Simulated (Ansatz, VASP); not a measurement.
## Ir in VASP and in Ansatz

Contents of INCAR:

```
PREC = Accurate
ENCUT = 520
EDIFF = 1E-6
ISMEAR = 0
SIGMA = 0.15
LREAL = False
LASPH = True
NELM = 80
ALGO = Fast
ISIF = 2
LWAVE = False
LCHARG = False
GGA = PE
NBANDS = 16
```

The input KPOINTS:

```
Automatic mesh
0
Gamma
  16 16 12
```

Contents of POSCAR:

```
Ir
1.0
    0.0000000000     -1.9351816027     -1.9351816027
    0.0000000000      1.9351816027     -1.9351816027
    3.8703632054      0.0000000000      0.0000000000
Ir
2
Direct
    0.5000000000      0.5000000000      0.4762296211
    0.0000000000      0.0000000000      0.0237703789
```

Input for Ansatz:

```yaml
crystal:
  lattice:
    - [0.0, -1.9351816027, -1.9351816027]
    - [0.0, 1.9351816027, -1.9351816027]
    - [3.8703632054, 0.0, 0.0]
  atoms:
    - { symbol: Ir, position: [0.5, 0.5, 0.4762296211] }
    - { symbol: Ir, position: [0.0, 0.0, 0.0237703789] }
basis:
  ecutwfc: 420
kpoints:
  mp_grid: { grid: [16, 16, 12] }
hamiltonian:
  xc: pbe
  pseudopotentials: { kind: paw, azcp: { folder: soft_1 } }
scf:
  occupations: { method: gaussian, width: 0.15 }
output:
  forces: true
  stress: true
  eigenvalues: true
```

Change from the starting cell: mode 4 frozen in at +0.000 Å and mode 6 at -0.092 Å (largest displacements).

Alike in both runs: task single point; functional PBE; k mesh 16 × 16 × 12; occupations gaussian, width 0.15 eV; no spin polarisation.

|  | VASP | Ansatz |
| --- | --- | --- |
| version | VASP 6.6.1 | Ansatz 0.2.0 |
| potentials or method | VASP PAW PBE potentials, release 64 (Ir), cutoff 520 eV | scalar-relativistic, plane waves, PAW |
| valence electrons in the cell | 18 | 34 |

Ansatz gave:

```
gap on the k mesh at the Fermi level (eV)                     : none
pressure (GPa)                                                : 6.1
traceless stress, the component that is largest in VASP (GPa) : 1.02
rms of the force components (eV/Å)                            : 1.320
```

Question: Which values does VASP return?

Answer: gap on the k mesh at the Fermi level (eV): none; pressure (GPa): 6.9; traceless stress, the component that is largest in VASP (GPa): 0.98; rms of the force components (eV/Å): 1.338.

Atom by atom the forces differ by 0.018 eV/Å (rms over components). A gap of «none» marks a metal or a gap that the smearing closes. VASP's potentials hold 18 valence electrons a cell and Ansatz's 34, so a difference there can come from the potentials and not from the codes.

Spin-orbit coupling is off throughout.
